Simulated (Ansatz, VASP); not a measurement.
Two plane-wave programs on Sc

The input INCAR:

```
SYSTEM = Sc
PREC = Accurate
ENCUT = 520
EDIFF = 1E-7
ISMEAR = -1
SIGMA = 0.01
LREAL = .FALSE.
LASPH = .TRUE.
NELM = 80
ALGO = Normal
ISIF = 2
LWAVE = .FALSE.
LCHARG = .FALSE.
GGA = RP
NBANDS = 18
```

The input KPOINTS:

```
regular mesh
0
G
  8 8 5
  0 0 0
```

POSCAR

```
Sc
1.0
    3.2811919626      0.0000000000      0.0000000000
   -1.6405959813      2.8416173488      0.0000000000
    0.0000000000      0.0000000000      5.2289844595
Sc
2
Direct
    0.3333333333      0.6666666667      0.2500000000
    0.6666666667      0.3333333333      0.7500000000
```

Input for Ansatz:

```yaml
crystal:
  lattice:
    - [3.281191962595342, 0.0, 0.0]
    - [-1.640595981297671, 2.841617348809148, 0.0]
    - [0.0, 0.0, 5.228984459460265]
  atoms:
    - { symbol: Sc, position: [0.3333333333333333, 0.6666666666666666, 0.25] }
    - { symbol: Sc, position: [0.6666666666666666, 0.3333333333333333, 0.75] }
basis:
  ecutwfc: 530.0
kpoints:
  mp_grid:
    grid: [8, 8, 5]
hamiltonian:
  xc: rpbe
scf:
  algorithm: density_mixing
  self_checks: high
  lower_state_search: "off"
  occupations:
    method: fermi_dirac
    width: 0.01
output:
  stress: true
```

Alike in both runs: task single point; functional RPBE; k mesh 8 × 8 × 5; occupations fermi-dirac, width 0.01 eV; no spin polarisation.

```csv
,VASP,Ansatz
version,VASP 6.6.1,Ansatz 0.2.0
potentials or method,"VASP PAW PBE potentials, release 64 (Sc_sv), cutoff 520 eV","plane waves, PAW"
valence electrons in the cell,22,22
```

```csv
,VASP,Ansatz,Ansatz less VASP
gap on the k mesh at the Fermi level (eV),none,none,-
pressure (GPa),2.9,2.8,-0.04
"traceless stress, the component that is largest in VASP (GPa)",-0.68,-0.68,-0.006
```

VASP's potentials were made for PBE, not for RPBE. A gap of «none» marks a metal or a gap that the smearing closes. Ansatz's warnings: near symmetry operations not taken.
